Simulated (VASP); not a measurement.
# Si8C7 (a cell with a defect) in VASP: a series of runs, part 2 of 2

VASP 6.6.1. Earlier steps stand in the parts before.

### Step 4. Single point, PBE (atom 9 moved 0.000 of the way to it and -0.250 Å across, host rigid)

The input, INCAR:

```
PREC = Accurate
ENCUT = 520
EDIFF = 1E-6
ISMEAR = 0
SIGMA = 0.05
LREAL = Auto
LASPH = True
NELM = 60
ALGO = Normal
ISIF = 2
LWAVE = False
LCHARG = False
GGA = PE
NBANDS = 43
NELECT = 56.0
```

The input, KPOINTS:

```
Automatic mesh
0
Gamma
  6 6 6
```

The input, POSCAR:

```
Si8C7
1.0
   -4.3794502696     -4.3794502696      0.0000000000
    0.0000000000     -4.3794502696      4.3794502696
   -4.3794502696      0.0000000000      4.3794502696
Si C
8 7
Direct
    0.5000000000      0.5000000000      0.0000000000
    0.0000000000      0.5000000000      0.0000000000
    0.5000000000      0.0000000000      0.0000000000
    0.0000000000      0.0000000000      0.0000000000
    0.5000000000      0.5000000000      0.5000000000
    0.0000000000      0.5000000000      0.5000000000
    0.5000000000      0.0000000000      0.5000000000
    0.0000000000      0.0000000000      0.5000000000
    0.8750000000      0.3346349577      0.4153650423
    0.3750000000      0.8750000000      0.3750000000
    0.8750000000      0.8750000000      0.3750000000
    0.3750000000      0.3750000000      0.8750000000
    0.8750000000      0.3750000000      0.8750000000
    0.3750000000      0.8750000000      0.8750000000
    0.8750000000      0.8750000000      0.8750000000
```

Potentials or basis: VASP PAW PBE potentials, release 64 (Si, C).

Started as:

```bash
$ cat potpaw_PBE.64/Si/POTCAR potpaw_PBE.64/C/POTCAR > POTCAR
$ mpirun -np 1 vasp_std > vasp.out
```

OUTCAR:

```text
PREC = Accurate
   ENCUT = 520
   EDIFF = 1E-6
   ISMEAR = 0
   LREAL = Auto
   LASPH = True
   NELM = 60
   ISIF = 2
   GGA = PE
   NELECT = 56.0

 ion  position               nearest neighbor table
   1  0.500  0.500  0.000-  12 1.90  13 1.90  14 1.90   2 3.10   3 3.10   5 3.10   5 3.10   6 3.10
                             7 3.10   3 3.10   4 3.10   7 3.10   2 3.10   4 3.10   6 3.10
   2  0.000  0.500  0.000-  13 1.90  12 1.90  15 1.90   9 2.11   4 3.10   6 3.10   1 3.10   5 3.10
                             6 3.10   8 3.10   3 3.10   4 3.10   8 3.10   1 3.10   3 3.10   5 3.10
   3  0.500  0.000  0.000-  14 1.90  12 1.90  10 1.90  15 1.90   4 3.10   7 3.10   1 3.10   5 3.10
                             7 3.10   8 3.10   1 3.10   2 3.10   5 3.10   2 3.10   4 3.10   8 3.10
   4  0.000  0.000  0.000-  15 1.90  13 1.90  14 1.90  11 1.90   3 3.10   8 3.10   2 3.10   6 3.10
                             7 3.10   8 3.10   1 3.10   2 3.10   6 3.10   1 3.10   3 3.10   7 3.10
   5  0.500  0.500  0.500-  10 1.90  12 1.90   9 1.91   1 3.10   6 3.10   7 3.10   1 3.10   2 3.10
                             3 3.10   3 3.10   7 3.10   8 3.10   2 3.10   6 3.10   8 3.10
[... 1274 lines left out ...]
  -------------------------------------------------------------------------------------
  Total      -46.2415622    -46.2415622    -45.6559872     -1.2433639     -2.5040428      2.5040430
  in kB     -441.0159402   -441.0159402   -435.4311826    -11.8582347    -23.8816068     23.8816086
  external PRESSURE =    -439.1543543 kB  Pullay stress =       0.0000000 kB

 VOLUME and BASIS-vectors are now :
 -----------------------------------------------------------------------------
  energy-cutoff  :      520.00
  volume of cell :      167.99
      direct lattice vectors                 reciprocal lattice vectors
    -4.379450270 -4.379450270  0.000000000    -0.114169580 -0.114169580 -0.114169580
     0.000000000 -4.379450270  4.379450270     0.114169580 -0.114169580  0.114169580
    -4.379450270  0.000000000  4.379450270    -0.114169580  0.114169580  0.114169580

 POSITION                                       TOTAL-FORCE (eV/Angst)
 -----------------------------------------------------------------------------------
     -2.18973     -4.37945      2.18973         1.032881     -1.032881     -1.013870
      0.00000     -2.18973      2.18973        -0.440468      0.440468     -0.046864
     -2.18973     -2.18973      0.00000         0.272505      0.206784      0.289609
      0.00000      0.00000      0.00000        -0.206784     -0.272505      0.289609
     -4.37945     -4.37945      4.37945        -1.085783     -0.939702      0.977433
     -2.18973     -2.18973      4.37945         0.939702      1.085783      0.977433
     -4.37945     -2.18973      2.18973        -1.108412      1.108412     -1.061850
     -2.18973      0.00000      2.18973        -1.752234      1.752234     -2.805644
     -5.65109     -5.29754      3.28459         3.616371     -3.616371      1.967416
     -3.28459     -5.47431      5.47431         0.160376     -0.022289     -0.328183
     -5.47431     -7.66404      5.47431         0.022289     -0.160376     -0.328183
     -5.47431     -3.28459      5.47431        -0.156523      0.707958      0.279815
     -7.66404     -5.47431      5.47431        -0.707958      0.156523      0.279815
     -5.47431     -5.47431      7.66404         0.048776     -0.048776      0.383931
     -7.66404     -7.66404      7.66404        -0.634737      0.634737      0.139532
 -----------------------------------------------------------------------------------
    total drift:                                0.008688     -0.008687      0.000944

  FREE ENERGIE OF THE ION-ELECTRON SYSTEM (eV)
  ---------------------------------------------------
  free  energy   TOTEN  =      -137.6621528445 eV

  energy  without entropy=     -137.6540605676  energy(sigma->0) =     -137.65810671
```

OSZICAR:

```text
N       E                     dE             d eps       ncg     rms          rms(c)
DAV:   1     0.106843394564E+03    0.10684E+03   -0.24744E+04  5848   0.114E+03
DAV:   2    -0.132397996572E+03   -0.23924E+03   -0.22791E+03  7221   0.200E+02
DAV:   3    -0.148726844359E+03   -0.16329E+02   -0.16120E+02  7368   0.491E+01
DAV:   4    -0.149033471369E+03   -0.30663E+00   -0.30593E+00  7568   0.761E+00
DAV:   5    -0.149038992031E+03   -0.55207E-02   -0.55182E-02  7400   0.101E+00    0.229E+01
DAV:   6    -0.137567198318E+03    0.11472E+02   -0.67036E+01  7024   0.205E+01    0.944E+00
DAV:   7    -0.137694616345E+03   -0.12742E+00   -0.41053E+00  7016   0.758E+00    0.501E+00
DAV:   8    -0.137666482563E+03    0.28134E-01   -0.24033E-01  7216   0.219E+00    0.251E+00
DAV:   9    -0.137662869193E+03    0.36134E-02   -0.71297E-02  7264   0.125E+00    0.440E-01
DAV:  10    -0.137661979709E+03    0.88948E-03   -0.17062E-02  7464   0.536E-01    0.271E-01
DAV:  11    -0.137661971832E+03    0.78770E-05   -0.34180E-03  7416   0.227E-01    0.189E-01
DAV:  12    -0.137662145848E+03   -0.17402E-03   -0.67415E-04  7576   0.110E-01    0.688E-02
DAV:  13    -0.137662155581E+03   -0.97331E-05   -0.12647E-04  6968   0.500E-02    0.253E-02
DAV:  14    -0.137662152295E+03    0.32857E-05   -0.41234E-05  7224   0.243E-02    0.124E-02
DAV:  15    -0.137662152845E+03   -0.54922E-06   -0.48382E-06  6544   0.963E-03
   1 F= -.13766215E+03 E0= -.13765811E+03  d E =-.809228E-02
```

stdout:

```text
POSCAR found type information on POSCAR SiC
 POSCAR found :  2 types and      15 ions
 scaLAPACK will be used
 LDA part: xc-table for (Slater+PW92), standard interpolation
 POSCAR, INCAR and KPOINTS ok, starting setup
 FFT: planning ... GRIDC
 FFT: planning ... GRID_SOFT
 FFT: planning ... GRID
 WAVECAR not read
 entering main loop
 the old and the new charge density differ
 old charge density:    60.00000 new   56.00000
    0.229E+01
```

Wall time 17 min (1 thread of Intel Xeon 6975P-C, shared host); peak memory 0.49 GiB.

Results:

```
Free energy   : -137.6622 eV
Largest force : 5.480 eV/Å
```

Forces in eV/Å, atoms in the order of the input:
```
Si   1.033 -1.033 -1.014
Si  -0.440  0.440 -0.047
Si   0.273  0.207  0.290
Si  -0.207 -0.273  0.290
Si  -1.086 -0.940  0.977
Si   0.940  1.086  0.977
Si  -1.108  1.108 -1.062
Si  -1.752  1.752 -2.806
C    3.616 -3.616  1.967
C    0.160 -0.022 -0.328
C    0.022 -0.160 -0.328
C   -0.157  0.708  0.280
C   -0.708  0.157  0.280
C    0.049 -0.049  0.384
C   -0.635  0.635  0.140
```

Caveat: the cell carries a net charge on a neutralising background, which shifts energy and pressure; the cell differs from its parent crystal (atom 9 moved 0.000 of the way to it and -0.250 Å across, host rigid); the cell is charged against a uniform background, so pressure and absolute levels hang on convention.
